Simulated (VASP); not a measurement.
A run of VASP 6.6.1:

Contents of INCAR:

```
PREC     = Accurate       # precision mode
ENCUT    = 400            # plane-wave cutoff, eV
EDIFF    = 1E-6           # SCF threshold, eV
ISMEAR   = -1             # smearing method
SIGMA    = 0.05           # smearing width, eV
LREAL    = Auto         
LASPH    = T              # aspherical terms in the spheres
NELM     = 200            # most SCF steps
ALGO     = Normal         # electronic algorithm
ISIF     = 2              # what is computed and relaxed
LWAVE    = F              # write WAVECAR
LCHARG   = F              # write CHGCAR
ISPIN    = 2              # spin polarisation
MAGMOM   = 0.143 0.143 0.143 0.143 0 0.143 0 0.143 0 0 0 0 0 0 0.143 # initial moments
LORBIT   = 11             # projections on sites
GGA      = PS             # functional
IVDW     = 12             # dispersion correction
NELECT   = 55.0         
NBANDS   = 46             # bands
GGA_COMPAT= F            
ISYM     = -1
```

File KPOINTS:

```
explicit points
4
Reciprocal
  0.25000000   0.25000000   0.25000000 2
  0.25000000   0.25000000   0.75000000 2
  0.25000000   0.75000000   0.25000000 2
  0.25000000   0.75000000   0.75000000 2
```

The input POSCAR:

```
Be8SbS6
1.0
    0.0000000000      4.8379960000      4.8379960000
    4.8379960000      0.0000000000      4.8379960000
    4.8379960000      4.8379960000      0.0000000000
Be S Sb
8 6 1
Direct
    0.9956230000      0.9943650000      0.0065820000
    0.5000340000      0.4959370000      0.5030620000
    0.9997410000      0.0144290000      0.5084830000
    0.4938770000      0.5040310000      0.0007210000
    0.9994250000      0.5018600000      0.0007300000
    0.5040390000      0.9885300000      0.5048520000
    0.5004740000      0.9899660000      0.0059770000
    0.0097830000      0.5083120000      0.4896630000
    0.1102170000      0.1284970000      0.1195130000
    0.6254880000      0.6268710000      0.1255940000
    0.1254130000      0.6241830000      0.1145560000
    0.6291560000      0.1230770000      0.6182280000
    0.6254120000      0.1322080000      0.1126600000
    0.1223310000      0.6262580000      0.6273920000
    0.6364210000      0.6264960000      0.6127300000
```

Potentials or basis: VASP PAW PBE potentials, release 64 (Be, S, Sb).

Command:

```sh
$ cat potpaw_PBE.64/Be/POTCAR potpaw_PBE.64/S/POTCAR potpaw_PBE.64/Sb/POTCAR > POTCAR
$ mpirun -np 1 vasp_std > vasp.out
```

Hardware: 1 thread of Intel(R) Xeon(R) Platinum 8488C (Sapphire Rapids), on a shared host.

How long does it take, and how much memory?

Wall time 2.5 min on 1 thread of Intel(R) Xeon(R) Platinum 8488C (Sapphire Rapids), on a shared host, peak memory 0.41 GiB. Counts: scf iterations 16, k points 4.
